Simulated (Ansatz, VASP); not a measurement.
## One calculation of WS2, two programs

```
W S
1.0
     3.11891    0.00000    0.00000
    -1.55945    2.70105    0.00000
     0.00000    0.00000    6.37433
W S
1 2
Direct
  0.33333 0.66667 0.00000
  0.66667 0.33333 0.75227
  0.66667 0.33333 0.24773
```

Alike in both runs: task single point; functional PBE; dispersion D3(BJ); k mesh 12 × 12 × 4; occupations gaussian, width 0.02 eV; no spin polarisation.

|  | VASP | Ansatz |
| --- | --- | --- |
| version | VASP 6.6.1 | Ansatz 0.2.0 |
| potentials or method | VASP PAW PBE potentials, release 64 (W_sv, S), cutoff 520 eV | scalar-relativistic, plane waves, PAW |
| valence electrons in the cell | 26 | 26 |

Ansatz gave:

| Quantity | Value |
| --- | --- |
| gap on the k mesh at the Fermi level (eV) | 1.02 |
| least direct gap on the mesh (eV) | 2.01 |
| pressure (GPa) | 4.0 |

Q: Which values does VASP return?

A: gap on the k mesh at the Fermi level (eV): 1.03; least direct gap on the mesh (eV): 2.01; pressure (GPa): 4.0.

Spin-orbit coupling is off throughout.
